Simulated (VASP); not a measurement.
V:

```
V
1.0
    -1.51390    1.51390    1.51390
     1.51390   -1.51390    1.51390
     1.51390    1.51390   -1.51390
V
1
Direct
  0.00000 0.00000 0.00000
```

Base run:

| Quantity | Value |
| --- | --- |
| Program | VASP 6.6.1 |
| Functional | r2SCAN |
| Potentials or basis | VASP PAW PBE potentials, release 64 (V_sv) |
| Cutoff | 520 eV |
| k mesh | 13 × 13 × 13 |
| Occupations | fermi-dirac, width 0.1 eV |
| Spin | collinear spin, ferromagnetic start |
| Starting moments | [0.6] μB |
| Fixed moment | 0.6 μB |

Its results: pressure -5.3 GPa; site moments V +0.51 μB.

**Question.** The run is repeated on the same cell with these changes: fixed moment from 0.6 μB to 0.9 μB; moments at the start from [0.6] to [0.9]. What comes out?

**Answer.** Pressure -2.5 GPa; site moments V +0.76 μB.

Caveats: the PAW data sets were made with another functional, which shifts forces and pressure a little; the total moment is fixed, so each spin has its own Fermi level.
